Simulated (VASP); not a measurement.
**Na: single point with r2SCAN**

Crystal: Na.

```
Na
1.0
    -2.06351    2.06351    2.06351
     2.06351   -2.06351    2.06351
     2.06351    2.06351   -2.06351
Na
1
Cartesian
  0.0000 0.0000 0.0000
```

| Item | Value |
| --- | --- |
| Program | VASP 6.6.1 |
| Task | single point |
| Functional | r2SCAN |
| Potentials or basis | VASP PAW PBE potentials, release 64 (Na_pv) |
| Cutoff | 520 eV |
| k mesh | 12 × 12 × 12 |
| Occupations | fermi-dirac, width 0.1 eV |
| Spin | no spin polarisation |
| Dipole correction | no |
| Further INCAR settings | ALGO = Normal; EDIFF = 1e-07; NBANDS = 10 |

| Property | Result |
| --- | --- |
| Pressure | 0.6 GPa |
| Band gap on the k mesh | zero (an odd number of electrons rules out a gap without spin polarisation) |

Levels at points of the mesh, in eV from the Fermi level:
```tsv
k point	band 1	band 2	band 3	band 4	band 5	band 6
(0.00, 0.00, 0.00)	-25.94	-25.94	-25.94	-3.58	12.80	12.80
(0.50, 0.00, 0.00)	-25.98	-25.96	-25.94	0.77	1.52	8.91
(0.50, 0.50, 0.50)	-25.97	-25.97	-25.97	4.81	4.81	5.53
```

Run time: 48 s on 1 thread of Intel(R) Xeon(R) 6975P-C (Granite Rapids) (shared host), peak memory 0.16 GiB.

Caveat: the PAW data sets were made with another functional, which shifts forces and pressure a little.
